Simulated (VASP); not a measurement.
# Fe (P6_3/mmc) in VASP: notebook

Fe is run at these levels: PBE; tasks: relaxation of shape and atoms at fixed volume.

All numbers are computed with VASP 6.6.1; they aren't measurements. Logs are shortened: lines on timing, memory, paths and dates and some standing lists are left out, and cuts for length are marked.

### 1 The cell of the first run

Symmetry: P6_3/mmc, No. 194, hexagonal system. The conventional cell has a = 2.246 Å, b = 2.246 Å, c = 3.549 Å, α = 90.00°, β = 90.00°, γ = 120.00°. Within 2.9 Å of Fe (site symmetry -6m2) lie 12 Fe at 2.20 to 2.25 Å.

This isn't the form of Fe at room conditions, which is bcc.

### 2 Relaxation of shape and atoms at fixed volume, PBE, collinear spin, ferromagnetic start

The input, INCAR:

```
SYSTEM = Fe
PREC     = Accurate       ! precision mode
ENCUT    = 600            ! plane-wave cutoff, eV
EDIFF    = 1E-7           ! SCF threshold, eV
ISMEAR   = -1             ! smearing method
SIGMA    = 0.05           ! smearing width, eV
LREAL    = .False.        ! projectors in reciprocal space
LASPH    = .True.         ! aspherical terms in the spheres
NELM     = 150            ! most SCF steps
ALGO     = Normal         ! electronic algorithm
ISIF     = 4              ! what is computed and relaxed
LWAVE    = .False.        ! write WAVECAR
LCHARG   = .False.        ! write CHGCAR
ISPIN    = 2              ! spin polarisation
MAGMOM   = 2.5 2.5        ! initial moments
LORBIT   = 11             ! projections on sites
LMAXMIX  = 4              ! l up to which the mixer works
GGA      = PE             ! functional
IBRION   = 2              ! ionic algorithm
NSW      = 50             ! ionic steps
EDIFFG   = -0.005         ! ionic threshold
```

The input, KPOINTS:

```
regular mesh
0
Gamma
  17 17 9
  0 0 0
```

The input, POSCAR:

```
Fe
1.0
    2.2457924431      0.0000000000      0.0000000000
   -1.1228962216      1.9449133073      0.0000000000
    0.0000000000      0.0000000000      3.5494597747
Fe
2
Direct
    0.3333333333      0.6666666667      0.2500000000
    0.6666666667      0.3333333333      0.7500000000
```

Potentials or basis: VASP PAW PBE potentials, release 64 (Fe).

The run is started by

```console
cat potpaw_PBE.64/Fe/POTCAR > POTCAR
mpirun -np 1 vasp_std > vasp.out
```

OUTCAR:

```text
SYSTEM = Fe
   PREC = Accurate
   ENCUT = 600
   EDIFF = 1E-7
   ISMEAR = -1
   LREAL = .False.
   LASPH = .True.
   NELM = 150
   ISIF = 4
   ISPIN = 2
   LORBIT = 11
   GGA = PE
   IBRION = 2
   NSW = 50
   EDIFFG = -0.005

 ion  position               nearest neighbor table
   1  0.333  0.667  0.250-   2 2.20   2 2.20   2 2.20   2 2.20   2 2.20   2 2.20
   2  0.667  0.333  0.750-   1 2.20   1 2.20   1 2.20   1 2.20   1 2.20   1 2.20

  LATTYP: Found a hexagonal cell.
 ALAT       =     2.2457924431
 C/A-ratio  =     1.5804932400

  Lattice vectors:

 A1 = (   2.2457924431,   0.0000000000,   0.0000000000)
 A2 = (  -1.1228962216,   1.9449133073,   0.0000000000)
 A3 = (   0.0000000000,   0.0000000000,   3.5494597747)

Analysis of symmetry for initial positions (statically):
=====================================================================
 Subroutine PRICEL returns:
 Original cell was already a primitive cell.

 Routine SETGRP: Setting up the symmetry group for a
 hexagonal supercell.

 Subroutine GETGRP returns: Found 24 space group operations
 (whereof 12 operations were pure point group operations)
 out of a pool of 24 trial point group operations.

The static configuration has the point symmetry D_3d.
 The point group associated with its full space group is D_6h.

Analysis of symmetry for dynamics (positions and initial velocities):
=====================================================================
 Subroutine PRICEL returns:
 Original cell was already a primitive cell.

 Routine SETGRP: Setting up the symmetry group for a
 hexagonal supercell.

 Subroutine GETGRP returns: Found 24 space group operations
 (whereof 12 operations were pure point group operations)
 out of a pool of 24 trial point group operations.

The dynamic configuration has the point symmetry D_3d.
 The point group associated with its full space group is D_6h.

Analysis of structural, dynamic, and magnetic symmetry:
=====================================================================
 Subroutine PRICEL returns:
 Original cell was already a primitive cell.

 Routine SETGRP: Setting up the symmetry group for a
 hexagonal supercell.

 Subroutine GETGRP returns: Found 24 space group operations
 (whereof 12 operations were pure point group operations)
 out of a pool of 24 trial point group operations.

The overall configuration has the point symmetry D_3d.
 The point group associated with its full space group is D_6h.

 Subroutine INISYM returns: Found 24 space group operations
 (whereof 12 operations are pure point group operations),
 and found     1 'primitive' translations

----------------------------------------------------------------------------------------

                                     Primitive cell

  volume of cell :      15.5036

  direct lattice vectors                    reciprocal lattice vectors
     2.245792443  0.000000000  0.000000000     0.445277124  0.257080867  0.000000000
    -1.122896222  1.944913307  0.000000000     0.000000000  0.514161735  0.000000000
     0.000000000  0.000000000  3.549459775     0.000000000  0.000000000  0.281733014

  length of vectors
     2.245792443  2.245792443  3.549459775     0.514161735  0.514161735  0.281733014

  position of ions in fractional coordinates (direct lattice)
     0.333333333  0.666666667  0.250000000
     0.666666667  0.333333333  0.750000000

  ion indices of the primitive-cell ions
   primitive index   ion index
                 1           1
                 2           2

----------------------------------------------------------------------------------------

 KPOINTS: regular mesh

Automatic generation of k-mesh.
 Grid dimensions read from file:
 generate k-points for:   17   17    9

 Generating k-lattice:

  Cartesian coordinates                     Fractional coordinates (reciprocal lattice)
     0.026192772  0.015122404  0.000000000     0.058823529  0.000000000  0.000000000
     0.000000000  0.030244808  0.000000000     0.000000000  0.058823529  0.000000000
     0.000000000  0.000000000  0.031303668     0.000000000  0.000000000  0.111111111

  Length of vectors
     0.030244808  0.030244808  0.031303668

  Shift w.r.t. Gamma in fractional coordinates (k-lattice)
     0.000000000  0.000000000  0.000000000

 Subroutine IBZKPT returns following result:
 ===========================================

 Found    165 irreducible k-points:

 Following reciprocal coordinates:
            Coordinates               Weight
  0.000000  0.000000  0.000000      1.000000
  0.058824  0.000000  0.000000      6.000000
  0.117647  0.000000  0.000000      6.000000
  0.176471 -0.000000  0.000000      6.000000
  0.235294  0.000000  0.000000      6.000000
  0.294118 -0.000000  0.000000      6.000000
[... 16 lines left out ...]
  0.411765  0.117647  0.000000     12.000000
  0.176471  0.176471  0.000000      6.000000
 [... further k-points ...]
   k-points           NKPTS =    165   k-points in BZ     NKDIM =    165   number of bands    NBANDS=     15
   number of dos      NEDOS =    301   number of ions     NIONS =      2
   total plane-waves  NPLWV =   9072
   dimension x,y,z NGX =    18 NGY =   18 NGZ =   28
   dimension x,y,z NGXF=    36 NGYF=   36 NGZF=   56
   ions per type =               2
   NGX,Y,Z   is equivalent  to a cutoff of  13.32, 13.32, 13.11 a.u.
   NGXF,Y,Z  is equivalent  to a cutoff of  26.65, 26.65, 26.23 a.u.
 SYSTEM =  Fe
   PREC   = accura    normal or accurate (medium, high low for compatibility)
   ISTART =      0    job   : 0-new  1-cont  2-samecut
   ICHARG =      2    charge: 1-file 2-atom 10-const
   ISPIN  =      2    spin polarized calculation?
   LNONCOLLINEAR =      F non collinear calculations
   LSORBIT =      F    spin-orbit coupling
   LASPH  =      T    aspherical Exc in radial PAW
   ENCUT  =  600.0 eV  44.10 Ry    6.64 a.u.   4.49  4.49  7.09*2*pi/ulx,y,z
   NELM   =    150;   NELMIN=  2; NELMDL= -5     # of ELM steps
   EDIFF  = 0.1E-06   stopping-criterion for ELM
   LREAL  =      F    real-space projection
   EDIFFG = -.5E-02   stopping-criterion for IOM
   NSW    =     50    number of steps for IOM
   IBRION =      2    ionic relax: 0-MD 1-quasi-New 2-CG
   NFREE  =      1    steps in history (QN), initial steepest desc. (CG)
   ISIF   =      4    stress and relaxation
   ISYM   =      2    0-nonsym 1-usesym 2-fastsym
   POTIM  = 0.5000    time-step for ionic-motion
   TEBEG  =    0.0;   TEEND  =   0.0 temperature during run
   PSTRESS=    0.0 pullay stress
   NELECT =      16.0000    total number of electrons
   NUPDOWN=      -1.0000    fix difference up-down
   EMIN   =  10.00;   EMAX   =-10.00  energy-range for DOS
   EFERMI =   0.00;   METHOD = LEGACY
   ISMEAR =    -1;   SIGMA  =   0.05  broadening in eV -4-tet -1-fermi 0-gaus
   EFERMI_NEDOS =   21; number of points for ismear=-14 and -15
   IALGO  =     38    algorithm
   IMIX   =      4    mixing-type and parameters
     AMIX     =   0.40;   BMIX     =  1.00
     AMIX_MAG =   1.60;   BMIX_MAG =  1.00
  volume/ion in A,a.u.               =       7.75        52.31
  Fermi-wavevector in a.u.,A,eV,Ry     =   1.654388  3.126341 37.239155  2.737001
  Thomas-Fermi vector in A             =   2.742664
   LORBIT       =     11    0 simple, 1 ext, 2 COOP (PROOUT), +10 PAW based schemes
   GGA     = PE    functional components
   LHFCALC =     F    Hartree Fock is set to
   AEXX    =    0.0000 exact exchange contribution
   IVDW    =     0    specifies the selected vdW correction
   LEPSILON=     F    determine dielectric tensor
   LRPA    =     F    only Hartree local field effects (RPA)
 conjugate gradient relaxation of ions
 spin polarized calculation
  energy-cutoff  :      600.00
  volume of cell :       15.50
 maximum number of plane-waves:       537
 NGX is ok and might be reduce to    18
   NGX =  9   NGY =  9   NGZ = 15

--------------------------------------- Ionic step        1  -------------------------------------------

 number of electron      15.9999988 magnetization       0.0002996

 number of electron      15.9999988 magnetization      -0.0000388

 Free energy of the ion-electron system (eV)
  ---------------------------------------------------
  ext. energy  EPLUGINS =         0.00000000
  ---------------------------------------------------
  free energy    TOTEN  =       -14.58888536 eV

  energy without entropy =      -14.57412733  energy(sigma->0) =      -14.58150635

------------------------ aborting loop because EDIFF is reached ----------------------------------------

  FORCE on cell =-STRESS in cart. coord.  units (eV):
  Direction    XX          YY          ZZ          XY          YZ          ZX
  --------------------------------------------------------------------------------------
  -------------------------------------------------------------------------------------
  Total       14.0592548     14.0592548     14.5252443     -0.0000000      0.0000000      0.0000000
  in kB     1452.9168578   1452.9168578   1501.0733182     -0.0000000      0.0000000      0.0000000
  external PRESSURE =    1468.9690113 kB  Pullay stress =       0.0000000 kB
[... 61 lines left out ...]
--------------------------------------- Ionic step        3  -------------------------------------------

 number of electron      15.9999986 magnetization       0.0000372

 number of electron      15.9999986 magnetization      -0.0000075

 Free energy of the ion-electron system (eV)
  ---------------------------------------------------
  ext. energy  EPLUGINS =         0.00000000
  ---------------------------------------------------
  free energy    TOTEN  =       -14.58964110 eV

  energy without entropy =      -14.57468211  energy(sigma->0) =      -14.58216160

 E-fermi :  10.5070     XC(G=0): -15.4645

 val. band max:       10.5017938726   @ k =   0.4706   0.0588   0.3333
 cond. band min:      10.5072300724   @ k =   0.2941  -0.0000   0.1111
 fundamental gap:      0.0054361998
 Fermi energy:        10.5070238085

 spin component 1

 k-point     1 :       0.0000    0.0000    0.0000
  band No.  band energies     occupation
      1      -0.0058      1.00000
      2       3.6378      1.00000
      3       8.0033      1.00000
      4       8.0033      1.00000
      5       8.1735      1.00000
      6       8.7107      1.00000
      7       8.7107      1.00000
      8       9.2691      1.00000
      9       9.2691      1.00000
     10      11.2600      0.00000
     11      11.5436      0.00000
     12      11.5436      0.00000
     13      22.4549      0.00000
     14      34.6239      0.00000
     15      39.2795      0.00000
[... 399 lines left out ...]
      1       3.5892      1.00000
      2       5.2982      1.00000
      3       5.6559      1.00000
      4       5.8377      1.00000
      5       7.6786      1.00000
      6       8.2619      1.00000
      7       8.9088      1.00000
      8       9.7501      1.00000
      9      10.6645      0.04108
     10      11.4984      0.00000
     11      11.8626      0.00000
     12      20.0343      0.00000
     13      22.5652      0.00000
     14      27.1632      0.00000
     15      28.5288      0.00000

 [... further k-points ...]

 spin component 2

 k-point     1 :       0.0000    0.0000    0.0000
  band No.  band energies     occupation
      1      -0.0058      1.00000
      2       3.6378      1.00000
      3       8.0033      1.00000
      4       8.0033      1.00000
      5       8.1735      1.00000
      6       8.7107      1.00000
      7       8.7107      1.00000
      8       9.2691      1.00000
      9       9.2691      1.00000
     10      11.2600      0.00000
     11      11.5436      0.00000
     12      11.5436      0.00000
     13      22.4549      0.00000
     14      34.6239      0.00000
     15      39.2795      0.00000
[... 443 lines left out ...]
  FREE ENERGIE OF THE ION-ELECTRON SYSTEM (eV)
  ---------------------------------------------------
  free  energy   TOTEN  =       -14.5896411001 eV

  energy  without entropy=      -14.5746821096  energy(sigma->0) =      -14.58216160

 reached required accuracy - stopping structural energy minimisation

 total charge

# of ion       s       p       d       tot
------------------------------------------
    1        0.700   0.971   6.734   8.406
    2        0.700   0.971   6.734   8.406
--------------------------------------------------
tot          1.400   1.943  13.469  16.812

 magnetization (x)

# of ion       s       p       d       tot
------------------------------------------
    1        0.000   0.000   0.000   0.000
    2        0.000   0.000   0.000   0.000
--------------------------------------------------
tot          0.000   0.000   0.000   0.000
```

Run time: 87 s. Hardware: 1 thread of Intel Xeon 6975P-C (Granite Rapids), shared host; peak memory 0.18 GiB.

Results:

```
Free energy               : -14.5896 eV
Energy gained by relaxing : 0.4 meV/atom
Ionic steps               : 3
Pressure after relaxing   : 146.8 GPa
Band gap on the k mesh    : zero (filled and empty bands overlap)
Net moment                : 0.00 μB per cell
```

The path:
| step | energy change (eV) | largest force (eV/Å) | pressure (GPa) | volume (Å³) |
| --- | --- | --- | --- | --- |
| 1 | 0.0000 | 0.0000 | 146.90 | 15.50 |
| 2 | 0.0005 | 0.0000 | 146.80 | 15.50 |
| 3 | -0.0008 | 0.0000 | 146.84 | 15.50 |

Final structure:
```cif
data_structure
_symmetry_space_group_name_H-M 'P 1'
_symmetry_Int_Tables_number 1
_cell_length_a 2.2421
_cell_length_b 2.2421
_cell_length_c 3.5610
_cell_angle_alpha 90.000
_cell_angle_beta 90.000
_cell_angle_gamma 120.000
_cell_volume 15.50
loop_
_atom_site_label
_atom_site_type_symbol
_atom_site_fract_x
_atom_site_fract_y
_atom_site_fract_z
_atom_site_occupancy
Fe1 Fe 0.33333 0.66667 0.25000 1
Fe2 Fe 0.66667 0.33333 0.75000 1
```

Levels at points of the mesh, in eV from the Fermi level:
Spin up:
| k point | band 6 | band 7 | band 8 | band 9 | band 10 | band 11 |
| --- | --- | --- | --- | --- | --- | --- |
| (0.00, 0.00, 0.00) | -1.80 | -1.80 | -1.24 | -1.24 | 0.75 | 1.04 |
Spin down:
```csv
k point,band 4,band 5,band 6,band 7,band 8,band 9,band 10,band 11,band 12,band 13
"(0.00, 0.00, 0.00)",-2.50,-2.33,-1.80,-1.80,-1.24,-1.24,0.75,1.04,1.04,11.95
```

Caveat: the moments typed at the start vanished in this run.

### 3 Relaxation of shape and atoms at fixed volume, PBE, collinear spin, ferromagnetic start

This run uses another cell than the first one, of 8.57 Å³/atom.

The input, INCAR:

```
SYSTEM = Fe
  ALGO = Normal
  EDIFF = 1E-7
  EDIFFG = -0.005
  ENCUT = 600
  GGA = PE
  IBRION = 2
  ISIF = 4
  ISMEAR = -1
  ISPIN = 2
  LASPH = .True.
  LCHARG = .False.
  LMAXMIX = 4
  LORBIT = 11
  LREAL = .False.
  LWAVE = .False.
  MAGMOM = 2.5 2.5
  NELM = 150
  NSW = 50
  PREC = Accurate
  SIGMA = 0.05
```

The input, KPOINTS:

```
k-points
0
Gamma
  17 17 9
  0 0 0
```

The input, POSCAR:

```
Fe
1.0
    2.3219784283      0.0000000000      0.0000000000
   -1.1609892142      2.0108923059      0.0000000000
    0.0000000000      0.0000000000      3.6698712093
Fe
2
Direct
    0.3333333333      0.6666666667      0.2500000000
    0.6666666667      0.3333333333      0.7500000000
```

Potentials or basis: VASP PAW PBE potentials, release 64 (Fe).

The run is started by

```console
cat potpaw_PBE.64/Fe/POTCAR > POTCAR
mpirun -np 1 vasp_std > vasp.out
```

It took 90 s on 1 thread of Intel Xeon 6975P-C (Granite Rapids), shared host; peak memory 0.2 GiB.

It converged, with:

```yaml
Free_energy: -15.6848 eV
Energy_gained_by_relaxing: 0.1 meV/atom
Ionic_steps: 3
Pressure_after_relaxing: 73.9 GPa
Band_gap_on_the_k_mesh: zero (filled and empty bands overlap)
Net_moment: 0.00 μB per cell
```

Step by step:
```tsv
step	energy change (eV)	largest force (eV/Å)	pressure (GPa)	volume (Å³)
1	0.0000	0.0000	73.89	17.14
2	0.0000	0.0000	73.84	17.14
3	-0.0003	0.0000	73.86	17.14
```

Final structure:
```yaml
crystal:
  lattice:
    - [2.31942, 0.00000, 0.00000]
    - [-1.15971, 2.00868, 0.00000]
    - [0.00000, 0.00000, 3.67797]
  atoms:
    - { symbol: Fe, position: [0.33333, 0.66667, 0.25000] }
    - { symbol: Fe, position: [0.66667, 0.33333, 0.75000] }
```

Levels at points of the mesh, in eV from the Fermi level:
Spin up:
| k point | band 6 | band 7 | band 8 | band 9 | band 10 | band 11 |
| --- | --- | --- | --- | --- | --- | --- |
| (0.00, 0.00, 0.00) | -1.54 | -1.54 | -1.07 | -1.07 | 0.62 | 0.90 |
Spin down:
```csv
k point,band 4,band 5,band 6,band 7,band 8,band 9,band 10,band 11,band 12,band 13
"(0.00, 0.00, 0.00)",-2.15,-1.99,-1.54,-1.54,-1.07,-1.07,0.62,0.90,0.90,10.67
```

Caveat: the moments typed at the start vanished in this run.
